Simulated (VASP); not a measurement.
The system is TiSnTe3.

```xyz
5
Lattice="3.5607 2.0558 3.9659 -3.5607 2.0558 3.9659 0.0000 -4.1116 3.9659" Properties=species:S:1:pos:R:3 pbc="T T T"
Ti    0.0000    0.0000    5.9488
Sn    0.0000    0.0000    0.0000
Te    0.0000    2.0558    3.9659
Te   -1.7804   -1.0279    3.9659
Te    1.7804   -1.0279    3.9659
```

The cell was generated, and may not be a known phase.

| Item | Value |
| --- | --- |
| Program | VASP 6.6.1 |
| Task | relaxation of cell and atoms |
| Functional | PBE |
| Potentials or basis | VASP PAW PBE potentials, release 64 (Ti_sv, Sn_d, Te) |
| Cutoff | 500 eV |
| k mesh | 3 × 3 × 3 |
| Occupations | gaussian, width 0.1 eV |
| Spin | no spin polarisation |

At the start: pressure -4.3 GPa; volume 34.84 Å³/atom.

How do energy, volume and symmetry change on relaxing?

Over 8 steps the energy falls by 73.3 meV/atom and the volume is 31.25 Å³/atom (-10.3 %); space group R-3m (No. 166, to 0.1 Å) before and after.

The path:
```tsv
step	energy change (eV)	largest force (eV/Å)	pressure (GPa)	volume (Å³)
1	0.0000	0.0000	-4.28	174.18
2	-0.3214	0.0000	0.71	151.74
3	-0.3244	0.0000	0.17	153.48
4	-0.3378	0.0000	0.16	153.64
5	-0.3613	0.0000	0.23	153.98
6	-0.3625	0.0000	0.71	154.04
7	-0.3525	0.0000	-1.05	160.31
8	-0.3667	0.0000	0.05	156.25
```

Final structure:
```xyz
5
Lattice="3.6426 2.1031 3.3993 -3.6426 2.1031 3.3993 0.0000 -4.2062 3.3993" Properties=species:S:1:pos:R:3 pbc="T T T"
Ti    0.0000    0.0000    5.0989
Sn    3.6426    2.1031    3.3993
Te    0.0000    2.1031    3.3993
Te   -1.8213   -1.0515    3.3993
Te    1.8213   -1.0515    3.3993
```

Caveat: the k points lie up to 0.39 Å⁻¹ apart in the final cell.
